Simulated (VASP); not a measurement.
Input of a VASP 6.6.1 run:

File INCAR:

```
PREC = Accurate
ENCUT = 500
EDIFF = 1E-7
ISMEAR = -1
SIGMA = 0.02
LREAL = F
LASPH = T
NELM = 120
ALGO = Normal
ISIF = 3
LWAVE = F
LCHARG = F
GGA = CA
IBRION = 2
NSW = 80
EDIFFG = -0.005
GGA_COMPAT = F
NELMIN = 4
```

Contents of KPOINTS:

```
Automatic mesh
0
Gamma
  6 6 6
```

File POSCAR:

```
ZnSnP2
1.0
   -2.8511251118      2.8511251118      5.7168577725
    2.8511251118     -2.8511251118      5.7168577725
    2.8511251118      2.8511251118     -5.7168577725
Zn Sn P
2 2 4
Direct
    0.7500000000      0.2500000000      0.5000000000
    0.0000000000      0.0000000000      0.0000000000
    0.2500000000      0.7500000000      0.5000000000
    0.5000000000      0.5000000000      0.0000000000
    0.3750000000      0.3527945212      0.4777945212
    0.6472054788      0.1250000000      0.0222054788
    0.1027945212      0.6250000000      0.9777945212
    0.8750000000      0.8972054788      0.5222054788
```

Potentials or basis: VASP PAW LDA potentials, release 64 (Zn, Sn_d, P).

Launch:

```sh
$ cat potpaw_LDA.64/Zn/POTCAR potpaw_LDA.64/Sn_d/POTCAR potpaw_LDA.64/P/POTCAR > POTCAR
$ mpirun -np 1 vasp_std > vasp.out
```

**Question.** What does it give for the band gap on the k mesh?

**Answer.** 0.84 eV.

**Question.** Predict the space group after relaxing (to 0.1 Å).

**Answer.** I-42d (No. 122).

The path:
```csv
step,energy change (eV),largest force (eV/Å),pressure (GPa),volume (Å³)
1,0.0000,0.0433,-4.46,185.89
2,-0.1357,0.2479,2.53,169.02
3,-0.1745,0.1773,0.01,174.10
4,-0.1788,0.0917,0.00,173.96
5,-0.1804,0.0011,0.00,173.81
6,-0.1804,0.0006,0.00,173.82
7,-0.1804,0.0001,-0.01,173.83
```

Caveat: spin-orbit coupling is left out, which moves the levels of the heavy elements. A k mesh can miss the band edges.
